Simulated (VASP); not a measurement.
# CoPtO2 (R-3m) in VASP: single point with PBE

Aim: the single point of CoPtO2 with PBE.

All numbers are computed with VASP 6.6.1; they aren't measurements. Logs are shortened: lines on timing, memory, paths and dates and some standing lists are left out, and cuts for length are marked.

### 1 The cell of the first run

Symmetry: R-3m, No. 166, trigonal system. Conventional cell: a = 2.820 Å, b = 2.820 Å, c = 17.808 Å, α = 90.00°, β = 90.00°, γ = 120.00°. Co (site symmetry -3m) has 6 O at 1.90 Å within 2.5 Å. Pt (site symmetry -3m) has 2 O at 2.00 Å within 2.6 Å. O (site symmetry 3m) has 3 Co at 1.90 Å and 1 Pt at 2.00 Å and 3 O at 2.54 Å within 2.6 Å.

### 2 Single point, PBE

The input, INCAR:

```
SYSTEM = CoPtO2
ALGO = Normal
EDIFF = 1E-6
ENCUT = 700
GGA = PE
GGA_COMPAT = .False.
ISIF = 2
ISMEAR = 0
LASPH = .True.
LCHARG = .False.
LREAL = .False.
LWAVE = .False.
NBANDS = 32
NELM = 120
PREC = Accurate
SIGMA = 0.05
```

The input, KPOINTS:

```
k-points
0
Gamma
  14 14 14
  0 0 0
```

The input, POSCAR:

```
CoPtO2
1.0
    1.4100000000      0.8140638796      5.9360000000
   -1.4100000000      0.8140638796      5.9360000000
    0.0000000000     -1.6281277591      5.9360000000
Co Pt O
1 1 2
Direct
    0.5000000000      0.5000000000      0.5000000000
    0.0000000000      0.0000000000      0.0000000000
    0.8879154272      0.8879154272      0.8879154272
    0.1120845728      0.1120845728      0.1120845728
```

Potentials or basis: VASP PAW PBE potentials, release 64 (Co_sv, Pt_sv_GW, O).

Run with:

```bash
> cat potpaw_PBE.64/Co_sv/POTCAR potpaw_PBE.64/Pt_sv_GW/POTCAR potpaw_PBE.64/O/POTCAR > POTCAR
> mpirun -np 1 vasp_std > vasp.out
```

OUTCAR:

```text
SYSTEM = CoPtO2
   EDIFF = 1E-6
   ENCUT = 700
   GGA = PE
   ISIF = 2
   ISMEAR = 0
   LASPH = .True.
   LREAL = .False.
   NELM = 120
   PREC = Accurate

 ion  position               nearest neighbor table
   1  0.500  0.500  0.500-   4 1.90   4 1.90   3 1.90   3 1.90   4 1.90   3 1.90
   2  0.000  0.000  0.000-   3 2.00   4 2.00
   3  0.888  0.888  0.888-   1 1.90   1 1.90   1 1.90   2 2.00
   4  0.112  0.112  0.112-   1 1.90   1 1.90   1 1.90   2 2.00

  LATTYP: Found a trigonal (rhomboedric) cell.
 ALAT       =     6.1552332206
 COS(alpha) =     0.8950507848

  Lattice vectors:

 A1 = (   1.4100000000,   0.8140638796,   5.9360000000)
 A2 = (  -1.4100000000,   0.8140638796,   5.9360000000)
 A3 = (   0.0000000000,  -1.6281277591,   5.9360000000)

Analysis of symmetry for initial positions (statically):
=====================================================================
 Subroutine PRICEL returns:
 Original cell was already a primitive cell.

 Routine SETGRP: Setting up the symmetry group for a
 trigonal (rhombohedral) supercell.

 Subroutine GETGRP returns: Found 12 space group operations
 (whereof 12 operations were pure point group operations)
 out of a pool of 12 trial point group operations.

The static configuration has the point symmetry D_3d.

Analysis of symmetry for dynamics (positions and initial velocities):
=====================================================================
 Subroutine PRICEL returns:
 Original cell was already a primitive cell.

 Routine SETGRP: Setting up the symmetry group for a
 trigonal (rhombohedral) supercell.

 Subroutine GETGRP returns: Found 12 space group operations
 (whereof 12 operations were pure point group operations)
 out of a pool of 12 trial point group operations.

The dynamic configuration has the point symmetry D_3d.

 Subroutine INISYM returns: Found 12 space group operations
 (whereof 12 operations are pure point group operations),
 and found     1 'primitive' translations

----------------------------------------------------------------------------------------

                                     Primitive cell

  volume of cell :      40.8811

  direct lattice vectors                    reciprocal lattice vectors
     1.410000000  0.814063880  5.936000000     0.354609929  0.204734138  0.056154537
[... 89 lines left out ...]
   NELM   =    120;   NELMIN=  2; NELMDL= -5     # of ELM steps
   EDIFF  = 0.1E-05   stopping-criterion for ELM
   LREAL  =      F    real-space projection
   EDIFFG = 0.1E-04   stopping-criterion for IOM
   NSW    =      0    number of steps for IOM
   IBRION =     -1    ionic relax: 0-MD 1-quasi-New 2-CG
   NFREE  =      0    steps in history (QN), initial steepest desc. (CG)
   ISIF   =      2    stress and relaxation
   ISYM   =      2    0-nonsym 1-usesym 2-fastsym
   POTIM  = 0.5000    time-step for ionic-motion
   TEBEG  =    0.0;   TEEND  =   0.0 temperature during run
   PSTRESS=    0.0 pullay stress
   NELECT =      47.0000    total number of electrons
   NUPDOWN=      -1.0000    fix difference up-down
   EMIN   =  10.00;   EMAX   =-10.00  energy-range for DOS
   EFERMI =   0.00;   METHOD = LEGACY
   ISMEAR =     0;   SIGMA  =   0.05  broadening in eV -4-tet -1-fermi 0-gaus
   EFERMI_NEDOS =   21; number of points for ismear=-14 and -15
   IALGO  =     38    algorithm
   IMIX   =      4    mixing-type and parameters
     AMIX     =   0.40;   BMIX     =  1.00
     AMIX_MAG =   1.60;   BMIX_MAG =  1.00
  volume/ion in A,a.u.               =      10.22        68.97
  Fermi-wavevector in a.u.,A,eV,Ry     =   1.715010  3.240898 40.018240  2.941258
  Thomas-Fermi vector in A             =   2.792461
   LORBIT       =      0    0 simple, 1 ext, 2 COOP (PROOUT), +10 PAW based schemes
   GGA     = PE    functional components
   LHFCALC =     F    Hartree Fock is set to
   AEXX    =    0.0000 exact exchange contribution
   IVDW    =     0    specifies the selected vdW correction
   LEPSILON=     F    determine dielectric tensor
   LRPA    =     F    only Hartree local field effects (RPA)
 non-spin polarized calculation
 Gauss-broadening in eV      SIGMA  =   0.05
  energy-cutoff  :      700.00
  volume of cell :       40.88
 maximum number of plane-waves:      1745
 NGX is ok and might be reduce to    54
   NGX = 27   NGY = 27   NGZ = 27

 number of electron      46.9999986 magnetization

 Free energy of the ion-electron system (eV)
  ---------------------------------------------------
  ext. energy  EPLUGINS =         0.00000000
  ---------------------------------------------------
  free energy    TOTEN  =       -26.54501394 eV

  energy without entropy =      -26.54370680  energy(sigma->0) =      -26.54436037

 E-fermi :   9.2770     XC(G=0): -13.0555

 val. band max:        9.2753704854   @ k =  -0.2143  -0.2857   0.1429
 cond. band min:       9.2817896389   @ k =  -0.2143   0.2143   0.2143
 fundamental gap:      0.0064191535
 Fermi energy:         9.2769531733

 k-point     1 :       0.0000    0.0000    0.0000
  band No.  band energies     occupation
      1     -89.8062      2.00000
      2     -86.6041      2.00000
      3     -49.8836      2.00000
      4     -49.8836      2.00000
      5     -49.8623      2.00000
      6     -44.3154      2.00000
[... 829 lines left out ...]
     31      22.9889      0.00000
     32      23.5646      0.00000

 [... further k-points ...]

------------------------ aborting loop because EDIFF is reached ----------------------------------------

  FORCE on cell =-STRESS in cart. coord.  units (eV):
  Direction    XX          YY          ZZ          XY          YZ          ZX
  --------------------------------------------------------------------------------------
  -------------------------------------------------------------------------------------
  Total        1.5977107      1.5977107      1.7491661      0.0000000      0.0000000      0.0000000
  in kB       62.6160941     62.6160941     68.5518061      0.0000000      0.0000000      0.0000000
  external PRESSURE =      64.5946648 kB  Pullay stress =       0.0000000 kB

 VOLUME and BASIS-vectors are now :
 -----------------------------------------------------------------------------
  energy-cutoff  :      700.00
  volume of cell :       40.88
      direct lattice vectors                 reciprocal lattice vectors
     1.410000000  0.814063880  5.936000000     0.354609929  0.204734138  0.056154537
    -1.410000000  0.814063880  5.936000000    -0.354609929  0.204734138  0.056154537
     0.000000000 -1.628127759  5.936000000     0.000000000 -0.409468276  0.056154537

 POSITION                                       TOTAL-FORCE (eV/Angst)
 -----------------------------------------------------------------------------------
      0.00000      0.00000      8.90400         0.000000     -0.000000      0.000000
      0.00000      0.00000      0.00000         0.000000     -0.000000      0.000000
      0.00000      0.00000     15.81200         0.000000     -0.000000     -0.021453
      0.00000      0.00000      1.99600         0.000000      0.000000      0.021453
 -----------------------------------------------------------------------------------
    total drift:                                0.000000      0.000000     -0.000000

  FREE ENERGIE OF THE ION-ELECTRON SYSTEM (eV)
  ---------------------------------------------------
  free  energy   TOTEN  =       -26.5450139407 eV

  energy  without entropy=      -26.5437068004  energy(sigma->0) =      -26.54436037
```

It took 51 min on 1 thread of Intel Xeon Platinum 8259CL at 2.50GHz (Skylake/Cascade Lake), shared host; peak memory 0.86 GiB.

Results:

| Item | Value |
| --- | --- |
| Free energy | -26.5450 eV |
| Pressure | 6.5 GPa |
| Largest force | 0.021 eV/Å |
| Band gap on the k mesh | zero (an odd number of electrons rules out a gap without spin polarisation) |

Forces in eV/Å, atoms in the order of the input:
```
Co   0.000  0.000  0.000
Pt   0.000  0.000  0.000
O    0.000  0.000 -0.021
O    0.000  0.000  0.021
```

Levels at points of the mesh, in eV from the Fermi level:
| k point | band 21 | band 22 | band 23 | band 24 | band 25 | band 26 | band 27 | band 28 |
| --- | --- | --- | --- | --- | --- | --- | --- | --- |
| (0.00, 0.00, 0.00) | -2.12 | -1.80 | -1.80 | -1.70 | 1.72 | 1.72 | 2.62 | 5.33 |
| (0.50, 0.00, 0.00) | -1.39 | -1.15 | -0.19 | 0.91 | 1.14 | 1.18 | 2.28 | 6.95 |
| (0.50, 0.50, 0.00) | -1.39 | -1.18 | -0.19 | 0.03 | 1.60 | 2.08 | 2.27 | 7.62 |
| (0.50, 0.50, 0.50) | -2.02 | -1.05 | -0.94 | -0.94 | 1.29 | 1.29 | 3.84 | 4.33 |

Caveat: the cell stands under pressure; spin-orbit coupling is left out, which moves the levels of the heavy elements; an odd number of electrons without spin polarisation forces a metal; a magnetic or distorted state may lie lower; the run has no spin polarisation, though such a crystal can be magnetic; semilocal functionals often make such compounds metallic where correlation or magnetic order opens a gap, which also shifts bond lengths.
